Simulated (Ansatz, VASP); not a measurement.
# MgO in VASP and in Ansatz

```
Mg O
1.0
     3.31529    0.00000    0.00000
    -1.65764    2.87112    0.00000
     0.00000    0.00000    5.12155
Mg O
2 2
Direct
  0.33333 0.66667 0.03561
  0.66667 0.33333 0.53561
  0.33333 0.66667 0.39828
  0.66667 0.33333 0.89828
```

Alike in both runs: task single point; functional PBE; k mesh 9 × 9 × 6; occupations gaussian, width 0.05 eV; no spin polarisation.

```csv
,VASP,Ansatz
version,VASP 6.6.1,Ansatz 0.2.0
potentials or method,"VASP PAW PBE potentials, release 64 (Mg, O), cutoff 520 eV","scalar-relativistic, plane waves, PAW"
valence electrons in the cell,16,32
```

```tsv
	VASP	Ansatz	Ansatz less VASP
gap on the k mesh at the Fermi level (eV)	3.58	3.60	+0.016
least direct gap on the mesh (eV)	3.58	3.60	+0.016
pressure (GPa)	2.0	2.4	+0.38
traceless stress, the component that is largest in VASP (GPa)	12.14	11.94	-0.204
rms of the force components (eV/Å)	0.915	0.903	-0.0121
```

Atom by atom the forces differ by 0.012 eV/Å (rms over components). The functional is the same, so the differences come from potentials, cutoffs and numerics. VASP's potentials hold 16 valence electrons a cell and Ansatz's 32, so a difference there can come from the potentials and not from the codes.
